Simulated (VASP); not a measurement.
Crystal: WC.

```
W C
1.0
     2.84717    0.00000    0.00000
    -1.42358    2.46572    0.00000
     0.00000    0.00000    2.77869
W C
1 1
Direct
  0.00000 0.00000 0.00000
  0.66667 0.33333 0.50000
```

Base run:

```yaml
Program: VASP 6.6.1
Functional: b88 exchange, pbe correlation
Potentials_or_basis: VASP PAW PBE potentials, release 64 (W_sv, C)
Cutoff: 600 eV
k_mesh: 10 × 10 × 9
Occupations: fermi-dirac, width 0.05 eV
Spin: no spin polarisation
```

Its results: band gap on the k mesh zero (bands 9 and 10 overlap by 1.29 eV); pressure 36.2 GPa.

The run is repeated on the same cell with these changes: functional from b88 exchange, pbe correlation to PBE0; cutoff from 600 eV to 520 eV; k mesh from 10 × 10 × 9 to 6 × 6 × 6. What comes out?

Band gap on the k mesh zero (bands 9 and 10 overlap by 2.26 eV); pressure 26.1 GPa.

Several settings changed at once.

Caveats: some runs use coarse meshes; the PAW data sets were made with another functional, which shifts forces and pressure a little; spin-orbit coupling is left out, which moves the levels of the heavy elements; the cell stands under pressure (at least some runs).
